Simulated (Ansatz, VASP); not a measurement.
## BaTiO3: VASP beside Ansatz

File INCAR:

```
PREC = Accurate
ENCUT = 520
EDIFF = 1E-6
ISMEAR = 0
SIGMA = 0.05
LREAL = Auto
LASPH = T
NELM = 60
ALGO = Normal
ISIF = 2
LWAVE = F
LCHARG = F
GGA = PE
NBANDS = 73
```

File KPOINTS:

```
regular mesh
0
Gamma
  6 6 2
```

The input POSCAR:

```
BaTiO3
1.0
    2.8630706609     -1.6529946168     -2.3563003513
    0.0000000000      3.3059892335     -2.3563003513
    9.6526649131      5.5729686860      7.9303477941
Ba Ti O
3 3 9
Direct
    0.9934506216      0.9934506216      0.8185822984
    0.9946070709      0.9946070709      0.2250205857
    0.9940288462      0.9940288462      0.5218014421
    0.4806549538      0.4806549538      0.0808542393
    0.4800767292      0.4800767292      0.3776350957
    0.4794985045      0.4794985045      0.6744159520
    0.5114664266      0.0220900063      0.0717152684
    0.5108882019      0.0215117816      0.3684961248
    0.5103099773      0.0209335570      0.6652769811
    0.0220900063      0.5114664266      0.0717152684
    0.0215117816      0.5108882019      0.3684961248
    0.0209335570      0.5103099773      0.6652769811
    0.5111834571      0.5111834571      0.2169528215
    0.5106052324      0.5106052324      0.5137336779
    0.5100270078      0.5100270078      0.8105145342
```

Input for Ansatz:

```yaml
crystal:
  lattice:
    - [2.8630706609, -1.6529946168, -2.3563003513]
    - [0.0, 3.3059892335, -2.3563003513]
    - [9.6526649131, 5.572968686, 7.9303477941]
  atoms:
    - { symbol: Ba, position: [0.9934506216, 0.9934506216, 0.8185822984] }
    - { symbol: Ba, position: [0.9946070709, 0.9946070709, 0.2250205857] }
    - { symbol: Ba, position: [0.9940288462, 0.9940288462, 0.5218014421] }
    - { symbol: Ti, position: [0.4806549538, 0.4806549538, 0.0808542393] }
    - { symbol: Ti, position: [0.4800767292, 0.4800767292, 0.3776350957] }
    - { symbol: Ti, position: [0.4794985045, 0.4794985045, 0.674415952] }
    - { symbol: O, position: [0.5114664266, 0.0220900063, 0.0717152684] }
    - { symbol: O, position: [0.5108882019, 0.0215117816, 0.3684961248] }
    - { symbol: O, position: [0.5103099773, 0.020933557, 0.6652769811] }
    - { symbol: O, position: [0.0220900063, 0.5114664266, 0.0717152684] }
    - { symbol: O, position: [0.0215117816, 0.5108882019, 0.3684961248] }
    - { symbol: O, position: [0.020933557, 0.5103099773, 0.6652769811] }
    - { symbol: O, position: [0.5111834571, 0.5111834571, 0.2169528215] }
    - { symbol: O, position: [0.5106052324, 0.5106052324, 0.5137336779] }
    - { symbol: O, position: [0.5100270078, 0.5100270078, 0.8105145342] }
basis:
  ecutwfc: 420
kpoints:
  mp_grid: { grid: [6, 6, 2] }
hamiltonian:
  xc: pbe
scf:
  occupations: { method: gaussian, width: 0.05 }
output:
  forces: true
  stress: true
  eigenvalues: true
```

Alike in both runs: task single point; functional PBE; k mesh 6 × 6 × 2; occupations gaussian, width 0.05 eV; no spin polarisation.

|  | VASP | Ansatz |
| --- | --- | --- |
| version | VASP 6.6.1 | Ansatz 0.2.0 |
| potentials or method | VASP PAW PBE potentials, release 64 (Ba_sv, Ti_sv, O), cutoff 520 eV | scalar-relativistic, plane waves, PAW |
| valence electrons in the cell | 120 | 120 |

|  | VASP | Ansatz | Ansatz less VASP |
| --- | --- | --- | --- |
| gap on the k mesh at the Fermi level (eV) | 1.33 | 1.33 | +0.004 |
| least direct gap on the mesh (eV) | 2.24 | 2.24 | -0.001 |
| pressure (GPa) | -1.9 | -3.1 | -1.28 |
| traceless stress, the component that is largest in VASP (GPa) | 0.21 | 0.29 | +0.075 |
| rms of the force components (eV/Å) | 0.324 | 0.323 | -0.0014 |

Atom by atom the forces differ by 0.045 eV/Å (rms over components). The functional is the same, so the differences come from potentials, cutoffs and numerics.

Neither program's run includes spin-orbit coupling.
